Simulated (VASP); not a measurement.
# HfMg3 (Pm-3m) in VASP: further runs

The runs below take HfMg3 through single point, relaxation of cell and atoms, with PBE.

Program: VASP 6.6.1. These are calculated values, not measurements. Logs are shortened: lines on timing, memory, paths and dates and some standing lists are left out, and cuts for length are marked.

## 1. The cell of the first run

Symmetry: Pm-3m, No. 221, cubic system. The conventional cell has a = 4.439 Å, b = 4.439 Å, c = 4.439 Å, α = 90.00°, β = 90.00°, γ = 90.00°. Mg (site symmetry 4/mmm) has 8 Mg at 3.14 Å and 4 Hf at 3.14 Å within 4.1 Å. Within 4.1 Å of Hf (site symmetry m-3m) lie 12 Mg at 3.14 Å.

## 2. Single point, PBE

The input, INCAR:

```
SYSTEM = HfMg3
ALGO = Normal ; EDIFF = 1E-7
ENCUT = 520 ; GGA = PE
ISIF = 2 ; ISMEAR = -1
LASPH = .TRUE. ; LCHARG = .TRUE.
LELF = .TRUE. ; LREAL = .FALSE.
LVHAR = .TRUE. ; LWAVE = .FALSE.
NBANDS = 16 ; NELM = 80
PREC = Accurate ; SIGMA = 0.15
```

The input, KPOINTS:

```
k-points
0
G
  5 5 5
  0 0 0
```

The input, POSCAR:

```
HfMg3
1.0
    4.4391094759      0.0000000000      0.0000000000
    0.0000000000      4.4391094759      0.0000000000
    0.0000000000      0.0000000000      4.4391094759
Mg Hf
3 1
Direct
    0.5000000000      0.5000000000      0.0000000000
    0.5000000000      0.0000000000      0.5000000000
    0.0000000000      0.5000000000      0.5000000000
    0.0000000000      0.0000000000      0.0000000000
```

Potentials or basis: VASP PAW PBE potentials, release 64 (Mg, Hf_pv).

On the command line:

```
> cat potpaw_PBE.64/Mg/POTCAR potpaw_PBE.64/Hf_pv/POTCAR > POTCAR
> mpirun -np 1 vasp_std > vasp.out
```

OUTCAR:

```text
SYSTEM = HfMg3
   EDIFF = 1E-7
   ENCUT = 520
   GGA = PE
   ISIF = 2
   ISMEAR = -1
   LASPH = .TRUE.
   LREAL = .FALSE.
   NELM = 80
   PREC = Accurate

 ion  position               nearest neighbor table
   1  0.500  0.500  0.000-   2 3.14   3 3.14   4 3.14   2 3.14   3 3.14   2 3.14   4 3.14   2 3.14
                             3 3.14   4 3.14   3 3.14   4 3.14
   2  0.500  0.000  0.500-   1 3.14   3 3.14   4 3.14   1 3.14   4 3.14   1 3.14   3 3.14   1 3.14
                             3 3.14   4 3.14   4 3.14   3 3.14
   3  0.000  0.500  0.500-   1 3.14   2 3.14   4 3.14   1 3.14   4 3.14   2 3.14   4 3.14   4 3.14
                             1 3.14   2 3.14   1 3.14   2 3.14
   4  0.000  0.000  0.000-   1 3.14   2 3.14   3 3.14   2 3.14   3 3.14   1 3.14   3 3.14   3 3.14
                             1 3.14   2 3.14   2 3.14   1 3.14

  LATTYP: Found a simple cubic cell.
 ALAT       =     4.4391094759

  Lattice vectors:

 A1 = (   4.4391094759,   0.0000000000,   0.0000000000)
 A2 = (   0.0000000000,   4.4391094759,   0.0000000000)
 A3 = (   0.0000000000,   0.0000000000,   4.4391094759)

Analysis of symmetry for initial positions (statically):
=====================================================================
 Subroutine PRICEL returns:
 Original cell was already a primitive cell.

 Routine SETGRP: Setting up the symmetry group for a
 simple cubic supercell.

 Subroutine GETGRP returns: Found 48 space group operations
 (whereof 48 operations were pure point group operations)
 out of a pool of 48 trial point group operations.

The static configuration has the point symmetry O_h .

Analysis of symmetry for dynamics (positions and initial velocities):
=====================================================================
 Subroutine PRICEL returns:
 Original cell was already a primitive cell.

 Routine SETGRP: Setting up the symmetry group for a
 simple cubic supercell.

 Subroutine GETGRP returns: Found 48 space group operations
 (whereof 48 operations were pure point group operations)
 out of a pool of 48 trial point group operations.

The dynamic configuration has the point symmetry O_h .

 Subroutine INISYM returns: Found 48 space group operations
 (whereof 48 operations are pure point group operations),
 and found     1 'primitive' translations

----------------------------------------------------------------------------------------

                                     Primitive cell

  volume of cell :      87.4757

  direct lattice vectors                    reciprocal lattice vectors
     4.439109476  0.000000000  0.000000000     0.225270407  0.000000000  0.000000000
     0.000000000  4.439109476  0.000000000     0.000000000  0.225270407  0.000000000
     0.000000000  0.000000000  4.439109476     0.000000000  0.000000000  0.225270407

  length of vectors
     4.439109476  4.439109476  4.439109476     0.225270407  0.225270407  0.225270407

  position of ions in fractional coordinates (direct lattice)
     0.500000000  0.500000000  0.000000000
     0.500000000  0.000000000  0.500000000
     0.000000000  0.500000000  0.500000000
     0.000000000  0.000000000  0.000000000

  ion indices of the primitive-cell ions
   primitive index   ion index
                 1           1
                 2           2
                 3           3
                 4           4

----------------------------------------------------------------------------------------

 KPOINTS: k-points

Automatic generation of k-mesh.
 Grid dimensions read from file:
 generate k-points for:    5    5    5

 Generating k-lattice:

  Cartesian coordinates                     Fractional coordinates (reciprocal lattice)
     0.045054081  0.000000000  0.000000000     0.200000000  0.000000000  0.000000000
     0.000000000  0.045054081  0.000000000     0.000000000  0.200000000  0.000000000
     0.000000000  0.000000000  0.045054081     0.000000000  0.000000000  0.200000000

  Length of vectors
     0.045054081  0.045054081  0.045054081

  Shift w.r.t. Gamma in fractional coordinates (k-lattice)
     0.000000000  0.000000000  0.000000000

 Subroutine IBZKPT returns following result:
 ===========================================

 Found     10 irreducible k-points:

 Following reciprocal coordinates:
            Coordinates               Weight
  0.000000  0.000000  0.000000      1.000000
  0.200000  0.000000  0.000000      6.000000
  0.400000  0.000000  0.000000      6.000000
  0.200000  0.200000  0.000000     12.000000
  0.400000  0.200000  0.000000     24.000000
  0.400000  0.400000  0.000000     12.000000
  0.200000  0.200000  0.200000      8.000000
  0.400000  0.200000  0.200000     24.000000
  0.400000  0.400000  0.200000     24.000000
  0.400000  0.400000  0.400000      8.000000
   k-points           NKPTS =     10   k-points in BZ     NKDIM =     10   number of bands    NBANDS=     16
   number of dos      NEDOS =    301   number of ions     NIONS =      4
   total plane-waves  NPLWV =  46656
   dimension x,y,z NGX =    36 NGY =   36 NGZ =   36
   dimension x,y,z NGXF=    72 NGYF=   72 NGZF=   72
   ions per type =               3   1
   NGX,Y,Z   is equivalent  to a cutoff of  13.48, 13.48, 13.48 a.u.
   NGXF,Y,Z  is equivalent  to a cutoff of  26.96, 26.96, 26.96 a.u.
 SYSTEM =  HfMg3
   PREC   = accura    normal or accurate (medium, high low for compatibility)
   ISTART =      0    job   : 0-new  1-cont  2-samecut
   ICHARG =      2    charge: 1-file 2-atom 10-const
   ISPIN  =      1    spin polarized calculation?
   LNONCOLLINEAR =      F non collinear calculations
   LSORBIT =      F    spin-orbit coupling
   LASPH  =      T    aspherical Exc in radial PAW
   ENCUT  =  520.0 eV  38.22 Ry    6.18 a.u.   8.25  8.25  8.25*2*pi/ulx,y,z
   NELM   =     80;   NELMIN=  2; NELMDL= -5     # of ELM steps
   EDIFF  = 0.1E-06   stopping-criterion for ELM
   LREAL  =      F    real-space projection
   EDIFFG = 0.1E-05   stopping-criterion for IOM
   NSW    =      0    number of steps for IOM
   IBRION =     -1    ionic relax: 0-MD 1-quasi-New 2-CG
   NFREE  =      0    steps in history (QN), initial steepest desc. (CG)
   ISIF   =      2    stress and relaxation
   ISYM   =      2    0-nonsym 1-usesym 2-fastsym
   POTIM  = 0.5000    time-step for ionic-motion
   TEBEG  =    0.0;   TEEND  =   0.0 temperature during run
   PSTRESS=    0.0 pullay stress
   NELECT =      16.0000    total number of electrons
   NUPDOWN=      -1.0000    fix difference up-down
   EMIN   =  10.00;   EMAX   =-10.00  energy-range for DOS
   EFERMI =   0.00;   METHOD = LEGACY
   ISMEAR =    -1;   SIGMA  =   0.15  broadening in eV -4-tet -1-fermi 0-gaus
   EFERMI_NEDOS =   21; number of points for ismear=-14 and -15
   IALGO  =     38    algorithm
   IMIX   =      4    mixing-type and parameters
     AMIX     =   0.40;   BMIX     =  1.00
     AMIX_MAG =   1.60;   BMIX_MAG =  1.00
  volume/ion in A,a.u.               =      21.87       147.58
  Fermi-wavevector in a.u.,A,eV,Ry     =   0.929292  1.756108 11.749774  0.863584
  Thomas-Fermi vector in A             =   2.055559
   LORBIT       =      0    0 simple, 1 ext, 2 COOP (PROOUT), +10 PAW based schemes
   GGA     = PE    functional components
[... 5 lines left out ...]
 non-spin polarized calculation
  energy-cutoff  :      520.00
  volume of cell :       87.48
 maximum number of plane-waves:      2373
 NGX is ok and might be reduce to    36
   NGX = 17   NGY = 17   NGZ = 17

 number of electron      15.9999999 magnetization

 Free energy of the ion-electron system (eV)
  ---------------------------------------------------
  ext. energy  EPLUGINS =         0.00000000
  ---------------------------------------------------
  free energy    TOTEN  =       -13.98930988 eV

  energy without entropy =      -13.74009087  energy(sigma->0) =      -13.86470037

 E-fermi :   3.0691     XC(G=0):  -9.3690

 val. band max:        2.9678359433   @ k =   0.4000   0.4000   0.2000
 cond. band min:       3.1112349928   @ k =   0.4000   0.2000   0.2000
 fundamental gap:      0.1433990495
 Fermi energy:         3.0690503577

 k-point     1 :       0.0000    0.0000    0.0000
  band No.  band energies     occupation
      1     -27.9562      2.00000
      2     -27.9562      2.00000
      3     -27.9562      2.00000
      4      -3.8040      2.00000
      5       1.8694      1.99933
      6       1.8694      1.99933
[... 8 lines left out ...]
     15       9.8881      0.00000
     16      10.2007      0.00000

 k-point     2 :       0.2000    0.0000    0.0000
  band No.  band energies     occupation
      1     -27.9599      2.00000
      2     -27.9560      2.00000
      3     -27.9560      2.00000
      4      -3.4640      2.00000
      5       0.9050      2.00000
      6       2.0171      1.99820
[... 8 lines left out ...]
     15       9.9008      0.00000
     16       9.9008      0.00000

 k-point     3 :       0.4000    0.0000    0.0000
  band No.  band energies     occupation
      1     -27.9659      2.00000
      2     -27.9557      2.00000
      3     -27.9557      2.00000
      4      -2.4884      2.00000
      5      -0.9113      2.00000
      6       2.2978      1.98837
[... 8 lines left out ...]
     15       8.6774      0.00000
     16       8.6774      0.00000

 k-point     4 :       0.2000    0.2000    0.0000
  band No.  band energies     occupation
      1     -27.9598      2.00000
      2     -27.9595      2.00000
      3     -27.9558      2.00000
      4      -3.1285      2.00000
      5       1.0910      2.00000
      6       1.1600      1.99999
[... 8 lines left out ...]
     15       9.3041      0.00000
     16       9.4702      0.00000
[... 58 lines left out ...]
 k-point     8 :       0.4000    0.2000    0.2000
  band No.  band energies     occupation
      1     -27.9652      2.00000
      2     -27.9590      2.00000
      3     -27.9588      2.00000
      4      -1.8477      2.00000
      5      -0.3828      2.00000
      6       1.7252      1.99974
[... 8 lines left out ...]
     15       8.3230      0.00000
     16       9.8671      0.00000

 k-point     9 :       0.4000    0.4000    0.2000
  band No.  band energies     occupation
      1     -27.9646      2.00000
      2     -27.9645      2.00000
      3     -27.9585      2.00000
      4      -0.9705      2.00000
      5       0.1737      2.00000
      6       0.6446      2.00000
[... 8 lines left out ...]
     15       8.3716      0.00000
     16       8.5730      0.00000

 k-point    10 :       0.4000    0.4000    0.4000
  band No.  band energies     occupation
      1     -27.9640      2.00000
      2     -27.9639      2.00000
      3     -27.9639      2.00000
      4      -0.1810      2.00000
      5       0.9183      2.00000
      6       0.9183      2.00000
[... 8 lines left out ...]
     15       8.0703      0.00000
     16       8.2131      0.00000

------------------------ aborting loop because EDIFF is reached ----------------------------------------

  FORCE on cell =-STRESS in cart. coord.  units (eV):
  Direction    XX          YY          ZZ          XY          YZ          ZX
  --------------------------------------------------------------------------------------
  -------------------------------------------------------------------------------------
  Total       -0.0564301     -0.0564301     -0.0564301     -0.0000000     -0.0000000      0.0000000
  in kB       -1.0335561     -1.0335561     -1.0335561     -0.0000000     -0.0000000      0.0000000
  external PRESSURE =      -1.0335561 kB  Pullay stress =       0.0000000 kB

 VOLUME and BASIS-vectors are now :
 -----------------------------------------------------------------------------
  energy-cutoff  :      520.00
  volume of cell :       87.48
      direct lattice vectors                 reciprocal lattice vectors
     4.439109476  0.000000000  0.000000000     0.225270407  0.000000000  0.000000000
     0.000000000  4.439109476  0.000000000     0.000000000  0.225270407  0.000000000
     0.000000000  0.000000000  4.439109476     0.000000000  0.000000000  0.225270407

 POSITION                                       TOTAL-FORCE (eV/Angst)
 -----------------------------------------------------------------------------------
      2.21955      2.21955      0.00000         0.000000      0.000000      0.000000
      2.21955      0.00000      2.21955         0.000000      0.000000      0.000000
      0.00000      2.21955      2.21955         0.000000      0.000000      0.000000
      0.00000      0.00000      0.00000         0.000000      0.000000      0.000000
 -----------------------------------------------------------------------------------
    total drift:                                0.000000     -0.000000     -0.000000

  FREE ENERGIE OF THE ION-ELECTRON SYSTEM (eV)
  ---------------------------------------------------
  free  energy   TOTEN  =       -13.9893098775 eV

  energy  without entropy=      -13.7400908714  energy(sigma->0) =      -13.86470037
```

It took 12 s on 1 thread of Intel Xeon 6975P-C, shared host; peak memory 0.2 GiB.

Results:

```
Free energy            : -13.9893 eV
Pressure               : -0.1 GPa
Band gap on the k mesh : zero (band 8 reaches 3.66 eV, above the bottom of band 9 at 2.34 eV)
```

Levels at points of the mesh, in eV from the Fermi level:
| k point | band 4 | band 5 | band 6 | band 7 | band 8 | band 9 | band 10 | band 11 |
| --- | --- | --- | --- | --- | --- | --- | --- | --- |
| (0.00, 0.00, 0.00) | -6.87 | -1.20 | -1.20 | 0.59 | 0.59 | 0.59 | 1.26 | 1.26 |

Caveat: spin-orbit coupling is left out, which moves the levels of the heavy elements.

[end of part 1 of 2]
